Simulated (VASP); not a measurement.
# W (Im-3m) in VASP: further runs

Runs on W. Level: PBEsol. Tasks: single point, relaxation of volume and atoms at fixed shape.

All numbers are computed with VASP 6.6.1; they aren't measurements. Logs are shortened: lines on timing, memory, paths and dates and some standing lists are left out, and cuts for length are marked.

## (1) The cell of the first run

The structure is cubic, space group Im-3m (No. 229). The conventional cell has a = 3.153 Å, b = 3.153 Å, c = 3.153 Å, α = 90.00°, β = 90.00°, γ = 90.00°. Within 3.6 Å of W (site symmetry m-3m) lie 14 W at 2.73 to 3.15 Å.

## (2) Single point, PBEsol

File INCAR:

```
SYSTEM = W
  PREC = Accurate
  ENCUT = 520
  EDIFF = 1E-6
  ISMEAR = -1
  SIGMA = 0.05
  LREAL = .FALSE.
  LASPH = .TRUE.
  NELM = 80
  ALGO = Normal
  ISIF = 2
  LWAVE = .FALSE.
  LCHARG = .TRUE.
  GGA = PS
  LELF = .TRUE.
  LVHAR = .TRUE.
  NBANDS = 13
```

File KPOINTS:

```
Automatic mesh
0
G
  9 9 9
  0 0 0
```

File POSCAR:

```
W
1.0
   -1.5766871831      1.5766871831      1.5766871831
    1.5766871831     -1.5766871831      1.5766871831
    1.5766871831      1.5766871831     -1.5766871831
W
1
Direct
    0.0000000000      0.0000000000      0.0000000000
```

Potentials or basis: VASP PAW PBE potentials, release 64 (W_sv).

Run with:

```sh
$ cat potpaw_PBE.64/W_sv/POTCAR > POTCAR
$ mpirun -np 1 vasp_std > vasp.out
```

OUTCAR:

```text
SYSTEM = W
   PREC = Accurate
   ENCUT = 520
   EDIFF = 1E-6
   ISMEAR = -1
   LREAL = .FALSE.
   LASPH = .TRUE.
   NELM = 80
   ISIF = 2
   GGA = PS

 ion  position               nearest neighbor table
   1  0.000  0.000  0.000-

  LATTYP: Found a body centered cubic cell.
 ALAT       =     3.1533743662

  Lattice vectors:

 A1 = (  -1.5766871831,   1.5766871831,   1.5766871831)
 A2 = (   1.5766871831,  -1.5766871831,   1.5766871831)
 A3 = (   1.5766871831,   1.5766871831,  -1.5766871831)

Analysis of symmetry for initial positions (statically):
=====================================================================
 Subroutine PRICEL returns:
 Original cell was already a primitive cell.

 Routine SETGRP: Setting up the symmetry group for a
 body centered cubic supercell.

 Subroutine GETGRP returns: Found 48 space group operations
 (whereof 48 operations were pure point group operations)
 out of a pool of 48 trial point group operations.

The static configuration has the point symmetry O_h .

Analysis of symmetry for dynamics (positions and initial velocities):
=====================================================================
 Subroutine PRICEL returns:
 Original cell was already a primitive cell.

 Routine SETGRP: Setting up the symmetry group for a
 body centered cubic supercell.

 Subroutine GETGRP returns: Found 48 space group operations
 (whereof 48 operations were pure point group operations)
 out of a pool of 48 trial point group operations.

The dynamic configuration has the point symmetry O_h .

 Subroutine INISYM returns: Found 48 space group operations
 (whereof 48 operations are pure point group operations),
 and found     1 'primitive' translations

----------------------------------------------------------------------------------------

                                     Primitive cell

  volume of cell :      15.6782

  direct lattice vectors                    reciprocal lattice vectors
    -1.576687183  1.576687183  1.576687183     0.000000000  0.317120609  0.317120609
     1.576687183 -1.576687183  1.576687183     0.317120609  0.000000000  0.317120609
     1.576687183  1.576687183 -1.576687183     0.317120609  0.317120609  0.000000000

  length of vectors
     2.730902309  2.730902309  2.730902309     0.448476266  0.448476266  0.448476266

  position of ions in fractional coordinates (direct lattice)
     0.000000000  0.000000000  0.000000000

  ion indices of the primitive-cell ions
[... 75 lines left out ...]
   LREAL  =      F    real-space projection
   EDIFFG = 0.1E-04   stopping-criterion for IOM
   NSW    =      0    number of steps for IOM
   IBRION =     -1    ionic relax: 0-MD 1-quasi-New 2-CG
   NFREE  =      0    steps in history (QN), initial steepest desc. (CG)
   ISIF   =      2    stress and relaxation
   ISYM   =      2    0-nonsym 1-usesym 2-fastsym
   POTIM  = 0.5000    time-step for ionic-motion
   TEBEG  =    0.0;   TEEND  =   0.0 temperature during run
   PSTRESS=    0.0 pullay stress
   NELECT =      14.0000    total number of electrons
   NUPDOWN=      -1.0000    fix difference up-down
   EMIN   =  10.00;   EMAX   =-10.00  energy-range for DOS
   EFERMI =   0.00;   METHOD = LEGACY
   ISMEAR =    -1;   SIGMA  =   0.05  broadening in eV -4-tet -1-fermi 0-gaus
   EFERMI_NEDOS =   21; number of points for ismear=-14 and -15
   IALGO  =     38    algorithm
   IMIX   =      4    mixing-type and parameters
     AMIX     =   0.40;   BMIX     =  1.00
     AMIX_MAG =   1.60;   BMIX_MAG =  1.00
  volume/ion in A,a.u.               =      15.68       105.80
  Fermi-wavevector in a.u.,A,eV,Ry     =   1.576469  2.979094 33.813921  2.485253
  Thomas-Fermi vector in A             =   2.677297
   LORBIT       =      0    0 simple, 1 ext, 2 COOP (PROOUT), +10 PAW based schemes
   GGA     = PS    functional components
   LHFCALC =     F    Hartree Fock is set to
   AEXX    =    0.0000 exact exchange contribution
   IVDW    =     0    specifies the selected vdW correction
   LEPSILON=     F    determine dielectric tensor
   LRPA    =     F    only Hartree local field effects (RPA)
 non-spin polarized calculation
  energy-cutoff  :      520.00
  volume of cell :       15.68
 maximum number of plane-waves:       434
   NGX = 11   NGY = 11   NGZ = 11

 number of electron      14.0000005 magnetization

 Free energy of the ion-electron system (eV)
  ---------------------------------------------------
  ext. energy  EPLUGINS =         0.00000000
  ---------------------------------------------------
  free energy    TOTEN  =       -13.82058456 eV

  energy without entropy =      -13.81214404  energy(sigma->0) =      -13.81636430

 E-fermi :  11.4828     XC(G=0): -13.8235

 val. band max:       11.2105767103   @ k =   0.4444   0.1111   0.0000
 cond. band min:      11.5098113345   @ k =  -0.3333   0.3333   0.2222
 fundamental gap:      0.2992346242
 Fermi energy:        11.4828428910

 k-point     1 :       0.0000    0.0000    0.0000
  band No.  band energies     occupation
      1     -62.6987      2.00000
      2     -26.2396      2.00000
      3     -26.2396      2.00000
      4     -26.2396      2.00000
      5       1.7202      2.00000
      6      10.1801      2.00000
      7      10.1801      2.00000
      8      10.1801      2.00000
      9      13.6961      0.00000
     10      13.6961      0.00000
     11      26.0010      0.00000
     12      26.0010      0.00000
     13      26.0010      0.00000
[... 354 lines left out ...]
  band No.  band energies     occupation
      1     -62.5318      2.00000
      2     -27.4458      2.00000
      3     -26.8817      2.00000
      4     -26.4558      2.00000
      5       6.3396      2.00000
      6       8.7327      2.00000
      7       9.1930      2.00000
      8      12.3482      0.00000
      9      15.9419      0.00000
     10      19.2656      0.00000
     11      21.6265      0.00000
     12      25.8339      0.00000
     13      28.0532      0.00000

 [... further k-points ...]
[... 5 lines left out ...]
  --------------------------------------------------------------------------------------
  -------------------------------------------------------------------------------------
  Total        0.0626811      0.0626811      0.0626811      0.0000000      0.0000000     -0.0000000
  in kB        6.4054606      6.4054606      6.4054606      0.0000000      0.0000000     -0.0000000
  external PRESSURE =       6.4054606 kB  Pullay stress =       0.0000000 kB

 VOLUME and BASIS-vectors are now :
 -----------------------------------------------------------------------------
  energy-cutoff  :      520.00
  volume of cell :       15.68
      direct lattice vectors                 reciprocal lattice vectors
    -1.576687183  1.576687183  1.576687183     0.000000000  0.317120609  0.317120609
     1.576687183 -1.576687183  1.576687183     0.317120609  0.000000000  0.317120609
     1.576687183  1.576687183 -1.576687183     0.317120609  0.317120609  0.000000000

 POSITION                                       TOTAL-FORCE (eV/Angst)
 -----------------------------------------------------------------------------------
      0.00000      0.00000      0.00000         0.000000     -0.000000     -0.000000
 -----------------------------------------------------------------------------------
    total drift:                                0.000000     -0.000000      0.000000

  FREE ENERGIE OF THE ION-ELECTRON SYSTEM (eV)
  ---------------------------------------------------
  free  energy   TOTEN  =       -13.8205845573 eV

  energy  without entropy=      -13.8121440440  energy(sigma->0) =      -13.81636430
```

OSZICAR:

```text
N       E                     dE             d eps       ncg     rms          rms(c)
DAV:   1     0.850769868483E+02    0.85077E+02   -0.72179E+03   910   0.121E+03
DAV:   2    -0.127931611171E+02   -0.97870E+02   -0.93889E+02  1055   0.322E+02
DAV:   3    -0.145032424231E+02   -0.17101E+01   -0.17048E+01  1005   0.405E+01
DAV:   4    -0.145094963308E+02   -0.62539E-02   -0.62538E-02  1015   0.274E+00
DAV:   5    -0.145095440266E+02   -0.47696E-04   -0.47696E-04  1010   0.227E-01    0.221E+01
DAV:   6    -0.139680667786E+02    0.54148E+00   -0.43236E-01   950   0.872E+00    0.885E+00
DAV:   7    -0.138256022882E+02    0.14246E+00   -0.22285E-01  1015   0.592E+00    0.606E-01
DAV:   8    -0.138207626086E+02    0.48397E-02   -0.47243E-03   915   0.936E-01    0.112E-01
DAV:   9    -0.138205861272E+02    0.17648E-03   -0.12836E-04  1015   0.135E-01    0.367E-02
DAV:  10    -0.138205844352E+02    0.16920E-05   -0.14213E-05   955   0.506E-02    0.336E-03
DAV:  11    -0.138205845573E+02   -0.12207E-06   -0.22531E-07   625   0.565E-03
   1 F= -.13820585E+02 E0= -.13816364E+02  d E =-.844051E-02
```

Run time: 3.7 s. Hardware: 1 thread of Intel Xeon 6975P-C (Granite Rapids), shared host; peak memory 0.12 GiB.

What came out:

- Free energy: -13.8206 eV
- Pressure: 0.6 GPa
- Band gap on the k mesh: zero (band 7 reaches 15.51 eV, above the bottom of band 8 at 10.18 eV)

Caveat: the PAW data sets were made with another functional, which shifts forces and pressure a little; spin-orbit coupling is left out, which moves the levels of the heavy elements.

## (3) Relaxation of volume and atoms at fixed shape, PBEsol

This run uses another cell than the first one, of 15.85 Å³/atom, 1.011 times its volume.

File INCAR:

```
SYSTEM = W
PREC = Accurate
ENCUT = 600
EDIFF = 1E-6
ISMEAR = -1
SIGMA = 0.05
LREAL = .FALSE.
LASPH = .TRUE.
NELM = 60
ALGO = Normal
ISIF = 8
LWAVE = .FALSE.
LCHARG = .FALSE.
GGA = PS
IBRION = 2
NSW = 80
EDIFFG = -0.02
```

File KPOINTS:

```
regular mesh
0
G
  9 9 9
  0 0 0
```

File POSCAR:

```
W
1.0
   -1.5823450000      1.5823450000      1.5823450000
    1.5823450000     -1.5823450000      1.5823450000
    1.5823450000      1.5823450000     -1.5823450000
W
1
Direct
    0.0000000000      0.0000000000      0.0000000000
```

Potentials or basis: VASP PAW PBE potentials, release 64 (W_sv).

Run with:

```sh
$ cat potpaw_PBE.64/W_sv/POTCAR > POTCAR
$ mpirun -np 1 vasp_std > vasp.out
```

Run time: 8 s. Hardware: 1 thread of Intel Xeon 6975P-C (Granite Rapids), shared host; peak memory 0.15 GiB.

The run converged. Its results:

```
Free energy                            : -13.8208 eV
Relaxed volume                         : 15.71 Å³/atom
Relaxed cell                           : a = 2.733 Å, b = 2.733 Å, c = 2.733 Å, α = 109.47°, β = 109.47°, γ = 109.47°
Space group after relaxing (to 0.05 Å) : Im-3m (No. 229)
Energy gained by relaxing              : 1.2 meV/atom
Ionic steps                            : 3
Pressure after relaxing                : 0.0 GPa
Band gap on the k mesh                 : zero (band 7 reaches 15.46 eV, above the bottom of band 8 at 10.15 eV)
```

The path:
```
step  energy change (eV)  largest force (eV/Å)  pressure (GPa)  volume (Å³)
   1              0.0000                0.0000           -2.77        15.85
   2              0.0150                0.0000           10.99        15.23
   3             -0.0012                0.0000           -0.02        15.71
```

Final structure:
```
W
1.0
    -1.57788    1.57788    1.57788
     1.57788   -1.57788    1.57788
     1.57788    1.57788   -1.57788
W
1
Direct
  0.00000 0.00000 0.00000
```

Levels at points of the mesh, in eV from the Fermi level:
```csv
k point,band 3,band 4,band 5,band 6,band 7,band 8,band 9,band 10,band 11
"(0.00, 0.00, 0.00)",-37.73,-37.73,-9.75,-1.30,-1.30,-1.30,2.21,2.21,14.51
```

Caveat: the PAW data sets were made with another functional, which shifts forces and pressure a little; spin-orbit coupling is left out, which moves the levels of the heavy elements.
